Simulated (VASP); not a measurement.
Ca, 1 atom in the cell. The structure is cubic, space group Fm-3m (No. 225). Conventional cell: a = 5.513 Å, b = 5.513 Å, c = 5.513 Å, α = 90.00°, β = 90.00°, γ = 90.00°. Ca (site symmetry m-3m) has 12 Ca at 3.90 Å within 5.1 Å. 

| Quantity | Value |
| --- | --- |
| Program | VASP 6.6.1 |
| Task | single point |
| Functional | LDA |
| Potentials or basis | VASP PAW LDA potentials, release 64 (Ca_sv) |
| Cutoff | 520 eV |
| k mesh | 8 × 8 × 8 |
| Occupations | fermi-dirac, width 0.05 eV |
| Spin | no spin polarisation |
| Dipole correction | no |
| Further INCAR settings | ALGO = Normal; EDIFF = 1e-06; NBANDS = 11 |

Potentials or basis: VASP PAW LDA potentials, release 64 (Ca_sv).

Run with:

```console
$ cat potpaw_LDA.64/Ca_sv/POTCAR > POTCAR
$ mpirun -np 1 vasp_std > vasp.out
```

Hardware: 1 thread of AMD EPYC 7R13 (shared host).

Task: Estimate the wall time of this run.

Result: Run time: 21 s on 1 thread of AMD EPYC 7R13, on a shared host, peak memory 0.12 GiB. Counts: scf iterations 10, k points 29.
